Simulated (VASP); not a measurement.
# NaF (Fm-3m) in VASP: a series of runs

Aim: see how the results for NaF move with the level of theory and the settings. Levels: PBE, r2SCAN, HSE06. Tasks: single point.

Everything below comes from runs of VASP 6.6.1. Logs are shortened: lines on timing, memory, paths and dates and some standing lists are left out, and cuts for length are marked.

## Step 1: The cell of the first run

It takes space group Fm-3m (No. 225, cubic). Conventional cell: a = 4.594 Å, b = 4.594 Å, c = 4.594 Å, α = 90.00°, β = 90.00°, γ = 90.00°. Na (site symmetry m-3m) has 6 F at 2.30 Å within 3.0 Å. Within 3.0 Å of F (site symmetry m-3m) lie 6 Na at 2.30 Å.

## Step 2: Single point, PBE

INCAR reads:

```
  PREC = Accurate
  ENCUT = 520
  EDIFF = 1E-6
  ISMEAR = 0
  SIGMA = 0.01
  LREAL = F
  LASPH = T
  NELM = 60
  ALGO = Normal
  ISIF = 2
  LWAVE = F
  LCHARG = F
  GGA = PE
  NBANDS = 14
```

KPOINTS reads:

```
Automatic mesh
0
Gamma
  8 8 8
```

POSCAR reads:

```
NaF
1.0
    0.0000000000      2.2972417931      2.2972417931
    2.2972417931      0.0000000000      2.2972417931
    2.2972417931      2.2972417931      0.0000000000
Na F
1 1
Direct
    0.0000000000      0.0000000000      0.0000000000
    0.5000000000      0.5000000000      0.5000000000
```

Potentials or basis: VASP PAW PBE potentials, release 64 (Na_pv, F).

Started as:

```console
> cat potpaw_PBE.64/Na_pv/POTCAR potpaw_PBE.64/F/POTCAR > POTCAR
> mpirun -np 1 vasp_std > vasp.out
```

OUTCAR:

```text
PREC = Accurate
   ENCUT = 520
   EDIFF = 1E-6
   ISMEAR = 0
   LREAL = F
   LASPH = T
   NELM = 60
   ISIF = 2
   GGA = PE

 ion  position               nearest neighbor table
   1  0.000  0.000  0.000-   2 2.30   2 2.30   2 2.30   2 2.30   2 2.30   2 2.30
   2  0.500  0.500  0.500-   1 2.30   1 2.30   1 2.30   1 2.30   1 2.30   1 2.30

  LATTYP: Found a face centered cubic cell.
 ALAT       =     4.5944835862

  Lattice vectors:

 A1 = (   0.0000000000,   2.2972417931,   2.2972417931)
 A2 = (   2.2972417931,   0.0000000000,   2.2972417931)
 A3 = (   2.2972417931,   2.2972417931,   0.0000000000)

Analysis of symmetry for initial positions (statically):
=====================================================================
 Subroutine PRICEL returns:
 Original cell was already a primitive cell.

 Routine SETGRP: Setting up the symmetry group for a
 face centered cubic supercell.

 Subroutine GETGRP returns: Found 48 space group operations
 (whereof 48 operations were pure point group operations)
 out of a pool of 48 trial point group operations.

The static configuration has the point symmetry O_h .

Analysis of symmetry for dynamics (positions and initial velocities):
=====================================================================
 Subroutine PRICEL returns:
 Original cell was already a primitive cell.

 Routine SETGRP: Setting up the symmetry group for a
 face centered cubic supercell.

 Subroutine GETGRP returns: Found 48 space group operations
 (whereof 48 operations were pure point group operations)
 out of a pool of 48 trial point group operations.

The dynamic configuration has the point symmetry O_h .

 Subroutine INISYM returns: Found 48 space group operations
 (whereof 48 operations are pure point group operations),
 and found     1 'primitive' translations

----------------------------------------------------------------------------------------

                                     Primitive cell

  volume of cell :      24.2466

  direct lattice vectors                    reciprocal lattice vectors
     0.000000000  2.297241793  2.297241793    -0.217652317  0.217652317  0.217652317
     2.297241793  0.000000000  2.297241793     0.217652317 -0.217652317  0.217652317
     2.297241793  2.297241793  0.000000000     0.217652317  0.217652317 -0.217652317

  length of vectors
     3.248790500  3.248790500  3.248790500     0.376984872  0.376984872  0.376984872

  position of ions in fractional coordinates (direct lattice)
     0.000000000  0.000000000  0.000000000
     0.500000000  0.500000000  0.500000000

  ion indices of the primitive-cell ions
   primitive index   ion index
                 1           1
                 2           2

----------------------------------------------------------------------------------------

 KPOINTS: Automatic mesh

Automatic generation of k-mesh.
 Grid dimensions read from file:
 generate k-points for:    8    8    8

 Generating k-lattice:

  Cartesian coordinates                     Fractional coordinates (reciprocal lattice)
    -0.027206540  0.027206540  0.027206540     0.125000000  0.000000000  0.000000000
     0.027206540 -0.027206540  0.027206540     0.000000000  0.125000000  0.000000000
     0.027206540  0.027206540 -0.027206540     0.000000000  0.000000000  0.125000000

  Length of vectors
     0.047123109  0.047123109  0.047123109

  Shift w.r.t. Gamma in fractional coordinates (k-lattice)
     0.000000000  0.000000000  0.000000000

 Subroutine IBZKPT returns following result:
 ===========================================

 Found     29 irreducible k-points:

 Following reciprocal coordinates:
            Coordinates               Weight
  0.000000  0.000000  0.000000      1.000000
  0.125000  0.000000  0.000000      8.000000
  0.250000  0.000000  0.000000      8.000000
  0.375000  0.000000  0.000000      8.000000
  0.500000  0.000000  0.000000      4.000000
  0.125000  0.125000  0.000000      6.000000
[... 16 lines left out ...]
  0.500000  0.250000  0.125000     48.000000
 -0.375000  0.250000  0.125000     24.000000
 [... further k-points ...]
   k-points           NKPTS =     29   k-points in BZ     NKDIM =     29   number of bands    NBANDS=     14
   number of dos      NEDOS =    301   number of ions     NIONS =      2
   total plane-waves  NPLWV =  13824
   dimension x,y,z NGX =    24 NGY =   24 NGZ =   24
   dimension x,y,z NGXF=    48 NGYF=   48 NGZF=   48
   ions per type =               1   1
   NGX,Y,Z   is equivalent  to a cutoff of  12.28, 12.28, 12.28 a.u.
   NGXF,Y,Z  is equivalent  to a cutoff of  24.56, 24.56, 24.56 a.u.
 SYSTEM =  unknown system
   PREC   = accura    normal or accurate (medium, high low for compatibility)
   ISTART =      0    job   : 0-new  1-cont  2-samecut
   ICHARG =      2    charge: 1-file 2-atom 10-const
   ISPIN  =      1    spin polarized calculation?
   LNONCOLLINEAR =      F non collinear calculations
   LSORBIT =      F    spin-orbit coupling
   LASPH  =      T    aspherical Exc in radial PAW
   ENCUT  =  520.0 eV  38.22 Ry    6.18 a.u.   6.04  6.04  6.04*2*pi/ulx,y,z
   NELM   =     60;   NELMIN=  2; NELMDL= -5     # of ELM steps
   EDIFF  = 0.1E-05   stopping-criterion for ELM
   LREAL  =      F    real-space projection
   EDIFFG = 0.1E-04   stopping-criterion for IOM
   NSW    =      0    number of steps for IOM
   IBRION =     -1    ionic relax: 0-MD 1-quasi-New 2-CG
   NFREE  =      0    steps in history (QN), initial steepest desc. (CG)
   ISIF   =      2    stress and relaxation
   ISYM   =      2    0-nonsym 1-usesym 2-fastsym
   POTIM  = 0.5000    time-step for ionic-motion
   TEBEG  =    0.0;   TEEND  =   0.0 temperature during run
   PSTRESS=    0.0 pullay stress
   NELECT =      14.0000    total number of electrons
   NUPDOWN=      -1.0000    fix difference up-down
   EMIN   =  10.00;   EMAX   =-10.00  energy-range for DOS
   EFERMI =   0.00;   METHOD = LEGACY
   ISMEAR =     0;   SIGMA  =   0.01  broadening in eV -4-tet -1-fermi 0-gaus
   EFERMI_NEDOS =   21; number of points for ismear=-14 and -15
   IALGO  =     38    algorithm
   IMIX   =      4    mixing-type and parameters
     AMIX     =   0.40;   BMIX     =  1.00
     AMIX_MAG =   1.60;   BMIX_MAG =  1.00
  volume/ion in A,a.u.               =      12.12        81.81
  Fermi-wavevector in a.u.,A,eV,Ry     =   1.363225  2.576121 25.284819  1.858382
  Thomas-Fermi vector in A             =   2.489646
   LORBIT       =      0    0 simple, 1 ext, 2 COOP (PROOUT), +10 PAW based schemes
   GGA     = PE    functional components
   LHFCALC =     F    Hartree Fock is set to
   AEXX    =    0.0000 exact exchange contribution
   IVDW    =     0    specifies the selected vdW correction
   LEPSILON=     F    determine dielectric tensor
   LRPA    =     F    only Hartree local field effects (RPA)
 non-spin polarized calculation
 Gauss-broadening in eV      SIGMA  =   0.01
  energy-cutoff  :      520.00
  volume of cell :       24.25
 maximum number of plane-waves:       666
   NGX = 13   NGY = 13   NGZ = 13

 number of electron      13.9999992 magnetization

 Free energy of the ion-electron system (eV)
  ---------------------------------------------------
  ext. energy  EPLUGINS =         0.00000000
  ---------------------------------------------------
  free energy    TOTEN  =        -8.54962620 eV

  energy without entropy =       -8.54962620  energy(sigma->0) =       -8.54962620

 E-fermi :  -1.8053     XC(G=0):  -9.2786

 val. band max:       -1.9700547247   @ k =   0.0000   0.0000   0.0000
 cond. band min:       4.4700491475   @ k =   0.0000   0.0000   0.0000
 fundamental gap:      6.4401038722
 Fermi energy:        -1.8053360069

 k-point     1 :       0.0000    0.0000    0.0000
  band No.  band energies     occupation
      1     -21.1878      2.00000
      2     -20.8409      2.00000
      3     -20.8409      2.00000
      4     -20.8409      2.00000
      5      -1.9701      2.00000
      6      -1.9701      2.00000
      7      -1.9701      2.00000
      8       4.4700      0.00000
      9      17.1905      0.00000
     10      17.1905      0.00000
     11      17.1905      0.00000
     12      20.1056      0.00000
     13      22.3125      0.00000
     14      22.3125      0.00000

 k-point     2 :       0.1250    0.0000    0.0000
  band No.  band energies     occupation
      1     -21.3675      2.00000
      2     -20.8429      2.00000
      3     -20.8428      2.00000
      4     -20.6397      2.00000
      5      -2.2754      2.00000
      6      -2.0102      2.00000
      7      -2.0101      2.00000
      8       5.0262      0.00000
      9      15.4456      0.00000
     10      17.4400      0.00000
     11      17.4400      0.00000
     12      21.7569      0.00000
     13      21.7569      0.00000
     14      22.0485      0.00000

 k-point     3 :       0.2500    0.0000    0.0000
  band No.  band energies     occupation
      1     -21.5950      2.00000
      2     -20.8474      2.00000
      3     -20.8474      2.00000
      4     -20.3591      2.00000
      5      -2.8971      2.00000
      6      -2.1056      2.00000
      7      -2.1056      2.00000
      8       6.3646      0.00000
      9      13.3528      0.00000
     10      17.9977      0.00000
     11      17.9977      0.00000
     12      21.1021      0.00000
     13      21.1021      0.00000
     14      22.7827      0.00000
[... 324 lines left out ...]
 k-point    23 :       0.5000    0.2500    0.1250
  band No.  band energies     occupation
      1     -21.6136      2.00000
      2     -20.8968      2.00000
      3     -20.8668      2.00000
      4     -20.2571      2.00000
      5      -3.2486      2.00000
      6      -2.4875      2.00000
      7      -2.2819      2.00000
      8       8.8821      0.00000
      9      11.7865      0.00000
     10      15.7266      0.00000
     11      17.6063      0.00000
     12      19.8793      0.00000
     13      21.9782      0.00000
     14      26.1924      0.00000

 k-point    24 :      -0.3750    0.2500    0.1250
  band No.  band energies     occupation
      1     -21.6284      2.00000
      2     -20.9002      2.00000
      3     -20.8746      2.00000
      4     -20.2255      2.00000
      5      -3.3228      2.00000
      6      -2.5680      2.00000
      7      -2.3215      2.00000
      8       9.9887      0.00000
      9      10.9539      0.00000
     10      15.4249      0.00000
     11      17.3037      0.00000
     12      20.4837      0.00000
     13      21.5711      0.00000
     14      26.4338      0.00000

 [... further k-points ...]

------------------------ aborting loop because EDIFF is reached ----------------------------------------

  FORCE on cell =-STRESS in cart. coord.  units (eV):
  Direction    XX          YY          ZZ          XY          YZ          ZX
  --------------------------------------------------------------------------------------
  -------------------------------------------------------------------------------------
  Total        0.5290494      0.5290494      0.5290494     -0.0000000      0.0000000     -0.0000000
  in kB       34.9588111     34.9588111     34.9588111     -0.0000000      0.0000000     -0.0000000
  external PRESSURE =      34.9588111 kB  Pullay stress =       0.0000000 kB

 VOLUME and BASIS-vectors are now :
 -----------------------------------------------------------------------------
  energy-cutoff  :      520.00
  volume of cell :       24.25
      direct lattice vectors                 reciprocal lattice vectors
     0.000000000  2.297241793  2.297241793    -0.217652317  0.217652317  0.217652317
     2.297241793  0.000000000  2.297241793     0.217652317 -0.217652317  0.217652317
     2.297241793  2.297241793  0.000000000     0.217652317  0.217652317 -0.217652317

 POSITION                                       TOTAL-FORCE (eV/Angst)
 -----------------------------------------------------------------------------------
      0.00000      0.00000      0.00000        -0.000000     -0.000000      0.000000
      2.29724      2.29724      2.29724         0.000000      0.000000     -0.000000
 -----------------------------------------------------------------------------------
    total drift:                                0.000000     -0.000000      0.000000

  FREE ENERGIE OF THE ION-ELECTRON SYSTEM (eV)
  ---------------------------------------------------
  free  energy   TOTEN  =        -8.5496262021 eV

  energy  without entropy=       -8.5496262021  energy(sigma->0) =       -8.54962620
```

Wall time 9.9 s (1 thread of Intel Xeon Platinum 8259CL at 2.50GHz (Skylake/Cascade Lake), shared host); peak memory 0.13 GiB.

What came out:

```yaml
Free_energy: -8.5496 eV
Pressure: 3.5 GPa
Band_gap_on_the_k_mesh: 6.44 eV
```

Levels at points of the mesh, in eV from the valence-band top:
| k point | band 4 | band 5 | band 6 | band 7 | band 8 | band 9 | band 10 | band 11 |
| --- | --- | --- | --- | --- | --- | --- | --- | --- |
| (0.00, 0.00, 0.00) | -18.87 | 0.00 | 0.00 | 0.00 | 6.44 | 19.16 | 19.16 | 19.16 |
| (0.50, 0.00, 0.00) | -18.11 | -1.64 | -0.27 | -0.27 | 10.94 | 12.69 | 20.39 | 20.39 |
| (0.50, 0.50, 0.00) | -18.93 | -1.31 | -0.42 | -0.42 | 13.37 | 13.39 | 13.86 | 20.11 |

Caveat: the cell stands under pressure. PBE gaps usually lie below the measured ones, often by a third to a half.

## Step 3: Single point, r2SCAN

POSCAR is that of step 2.

INCAR.step1 reads:

```
PREC = Accurate ; ENCUT = 520
ISMEAR = 0 ; SIGMA = 0.01
LREAL = False ; LASPH = True
NELM = 100 ; NBANDS = 14
GGA = PE ; ALGO = Normal
EDIFF = 1E-4 ; LWAVE = True
LCHARG = False
```

INCAR.step2 reads:

```
PREC = Accurate ; ENCUT = 520
EDIFF = 1E-6 ; ISMEAR = 0
SIGMA = 0.01 ; LREAL = False
LASPH = True ; NELM = 100
ALGO = Normal ; ISIF = 2
LWAVE = False ; LCHARG = False
METAGGA = R2SCAN ; LMIXTAU = True
NBANDS = 14 ; ISTART = 1
```

KPOINTS reads:

```
regular mesh
0
Gamma
  6 6 6
```

Potentials or basis: VASP PAW PBE potentials, release 64 (Na_pv, F).

Started as:

```console
> cat potpaw_PBE.64/Na_pv/POTCAR potpaw_PBE.64/F/POTCAR > POTCAR
> cp INCAR.step1 INCAR
> mpirun -np 1 vasp_std > vasp.out
> cp INCAR.step2 INCAR
> mpirun -np 1 vasp_std > vasp.out
```

Run time: 28 s. Hardware: 1 thread of Intel Xeon Platinum 8259CL at 2.50GHz (Skylake/Cascade Lake), shared host; peak memory 0.13 GiB.

Results (log left out):

| Property | Result |
| --- | --- |
| Free energy | -12.6030 eV |
| Pressure | -0.8 GPa |
| Band gap on the k mesh | 7.32 eV |

Levels at points of the mesh, in eV from the valence-band top:
```tsv
k point	band 3	band 4	band 5	band 6	band 7	band 8	band 9	band 10	band 11	band 12
(0.00, 0.00, 0.00)	-19.42	-19.42	0.00	0.00	0.00	7.32	19.97	19.97	19.97	22.68
(0.50, 0.00, 0.00)	-19.43	-18.90	-1.61	-0.28	-0.28	11.80	13.64	21.70	21.70	24.21
(0.50, 0.50, 0.00)	-19.48	-19.48	-1.30	-0.42	-0.41	14.01	14.29	15.11	21.46	21.46
```

Caveat: the PAW data sets were made with another functional, which shifts forces and pressure a little.

## Step 4: Single point, HSE06

POSCAR is that of step 3.

INCAR.step1 reads:

```
PREC     = Accurate       # precision mode
ENCUT    = 520            # plane-wave cutoff, eV
EDIFF    = 1E-5           # SCF threshold, eV
ISMEAR   = 0              # smearing method
SIGMA    = 0.01           # smearing width, eV
LREAL    = False          # projectors in reciprocal space
LASPH    = True           # aspherical terms in the spheres
NELM     = 60             # most SCF steps
ALGO     = Normal         # electronic algorithm
ISIF     = 2              # what is computed and relaxed
LWAVE    = True           # write WAVECAR
NBANDS   = 14             # bands
GGA      = PE             # functional
```

INCAR.step2 reads:

```
PREC     = Accurate       # precision mode
ENCUT    = 520            # plane-wave cutoff, eV
EDIFF    = 1E-6           # SCF threshold, eV
ISMEAR   = 0              # smearing method
SIGMA    = 0.01           # smearing width, eV
LREAL    = False          # projectors in reciprocal space
LASPH    = True           # aspherical terms in the spheres
NELM     = 60             # most SCF steps
ALGO     = Normal         # electronic algorithm
ISIF     = 2              # what is computed and relaxed
LWAVE    = False          # write WAVECAR
LCHARG   = True           # write CHGCAR
GGA      = PE             # functional
LHFCALC  = True           # exact exchange
HFSCREEN = 0.2079         # screening, 1/A
PRECFOCK = Normal       
LELF     = True           # ELF
LVHAR    = True         
NBANDS   = 14             # bands
ISTART   = 1
```

KPOINTS is that of step 3.

Started as:

```console
> cat potpaw_PBE.64/Na_pv/POTCAR potpaw_PBE.64/F/POTCAR > POTCAR
> cp INCAR.step1 INCAR
> mpirun -np 1 vasp_std > vasp.out
> cp INCAR.step2 INCAR
> mpirun -np 1 vasp_std > vasp.out
```

It took 20 min on 1 thread of Intel Xeon Platinum 8259CL at 2.50GHz (Skylake/Cascade Lake), shared host; peak memory 0.24 GiB.

It converged, with:

```
Free energy            : -10.3084 eV
Pressure               : 1.6 GPa
Band gap on the k mesh : 8.60 eV
```

Levels at points of the mesh, in eV from the valence-band top:
| k point | band 4 | band 5 | band 6 | band 7 | band 8 | band 9 | band 10 | band 11 |
| --- | --- | --- | --- | --- | --- | --- | --- | --- |
| (0.00, 0.00, 0.00) | -20.29 | 0.00 | 0.00 | 0.00 | 8.60 | 21.56 | 21.56 | 21.56 |
| (0.50, 0.00, 0.00) | -19.56 | -1.68 | -0.28 | -0.28 | 13.17 | 15.07 | 22.85 | 22.85 |
| (0.50, 0.50, 0.00) | -20.34 | -1.36 | -0.44 | -0.44 | 15.59 | 15.74 | 16.25 | 22.73 |

Caveat: the PAW data sets were made with another functional, which shifts forces and pressure a little.

## Step 5: The runs side by side

| level | k mesh | grid for exact exchange (PRECFOCK) | share of exact exchange | screening parameter | gap on the mesh (eV) | pressure (GPa) |
| --- | --- | --- | --- | --- | --- | --- |
| PBE | 8 × 8 × 8 | - | - | - | 6.44 | 3.5 |
| r2SCAN | 6 × 6 × 6 | - | - | - | 7.32 | -0.8 |
| HSE06 | 6 × 6 × 6 | Normal | 0.25 | 0.2079 1/Å | 8.60 | 1.6 |

Alike in all rows: task single point; potentials or basis VASP PAW PBE potentials, release 64 (Na_pv, F); no spin polarisation; cell as given; cutoff (eV) 520; smearing gaussian 0.01 eV.

On the cell as given the gap runs from 6.44 eV (PBE) to 8.60 eV (HSE06); the meshes differ, which moves gaps too. The pressure there spans -0.8 GPa (r2SCAN) to 3.5 GPa (PBE); a positive pressure means that this level wants a larger cell, a negative one a smaller.

Caveats: the PAW data sets were made with another functional, which shifts forces and pressure a little (at least some runs); the cell stands under pressure (at least some runs).

Total energies depend on the potentials used, so only differences within one code and one set of settings carry meaning.
